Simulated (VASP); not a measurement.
Write the native input for VASP 6.6.1 that does the following.

```yaml
Task: single point
Functional: LDA
Potentials_or_basis: VASP PAW LDA potentials, release 64 (Cd, Te)
Cutoff: 520 eV
k_mesh: 8 × 8 × 8
Occupations: gaussian, width 0.05 eV
Spin: no spin polarisation
Dipole_correction: no
Further_INCAR_settings: ALGO = Normal; EDIFF = 1e-06; NBANDS = 16
```

The structure of CdTe lies in POSCAR:

```
CdTe
1.0
    0.0000000000      3.3775733208      3.2445468980
    3.2445468980      0.0000000000      3.2445468980
    3.2445468980      3.3775733208      0.0000000000
Cd Te
1 1
Direct
    0.0000000000      0.0000000000      0.0000000000
    0.7500000000      0.7500000000      0.7500000000
```

This cell differs from its parent crystal: volume 35.556 Å^3 an atom, c/a of the conventional cell 1.0410.

These files were run (other wordings do the same):

INCAR

```
PREC = Accurate
ENCUT = 520
EDIFF = 1E-6
ISMEAR = 0
SIGMA = 0.05
LREAL = False
LASPH = True
NELM = 60
ALGO = Normal
ISIF = 2
LWAVE = False
LCHARG = True
LELF = True
LVHAR = True
NBANDS = 16
```

KPOINTS

```
regular mesh
0
Gamma
  8 8 8
```

Potentials or basis: VASP PAW LDA potentials, release 64 (Cd, Te).

Run with:

```console
$ cat potpaw_LDA.64/Cd/POTCAR potpaw_LDA.64/Te/POTCAR > POTCAR
$ mpirun -np 1 vasp_std > vasp.out
```

It gave:

* Pressure: -2.8 GPa
* Band gap on the k mesh: 0.37 eV, direct

Caveat: spin-orbit coupling is left out, which moves the levels of the heavy elements.

It took 43 s on 1 thread of Intel(R) Xeon(R) Platinum 8488C (Sapphire Rapids), on a shared host, peak memory 0.22 GiB.
